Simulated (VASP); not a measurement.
A run of VASP 6.6.1 is set up as follows.

Contents of INCAR:

```
PREC = Accurate ; ENCUT = 500
EDIFF = 1E-6 ; ISMEAR = -1
SIGMA = 0.02 ; LREAL = False
LASPH = True ; NELM = 120
ALGO = Normal ; ISIF = 2
LWAVE = False ; LCHARG = False
GGA = PE ; NBANDS = 36
GGA_COMPAT = False
```

Contents of KPOINTS:

```
regular mesh
0
Gamma
  6 6 6
```

File POSCAR:

```
ZnSiP2
1.0
   -2.7092502229      2.7092502229      5.2696904165
    2.7092502229     -2.7092502229      5.2696904165
    2.7092502229      2.7092502229     -5.2696904165
Zn P Si
2 4 2
Direct
    0.0000000000      0.0000000000      0.0000000000
    0.7500000000      0.2500000000      0.5000000000
    0.3750000000      0.3923061849      0.5173061849
    0.1423061849      0.6250000000      0.0173061849
    0.8750000000      0.8576938151      0.4826938151
    0.6076938151      0.1250000000     -0.0173061849
    0.5000000000      0.5000000000      0.0000000000
    0.2500000000      0.7500000000      0.5000000000
```

Potentials or basis: VASP PAW PBE potentials, release 64 (Zn, P, Si).

Run with:

```bash
$ cat potpaw_PBE.64/Zn/POTCAR potpaw_PBE.64/P/POTCAR potpaw_PBE.64/Si/POTCAR > POTCAR
$ mpirun -np 1 vasp_std > vasp.out
```

Question: Estimate the band gap on the k mesh.

Answer: 1.36 eV.

Question: What does it give for the pressure?

Answer: 0.0 GPa.

Question: Estimate the largest force.

Answer: 0.029 eV/Å.

Forces on the atoms (eV/Å):
```
Zn   0.000  0.000  0.000
Zn   0.000  0.000  0.000
P    0.029  0.000  0.000
P    0.000  0.029  0.000
P   -0.029  0.000  0.000
P    0.000 -0.029  0.000
Si   0.000  0.000  0.000
Si   0.000  0.000  0.000
```

A k mesh can miss the band edges.
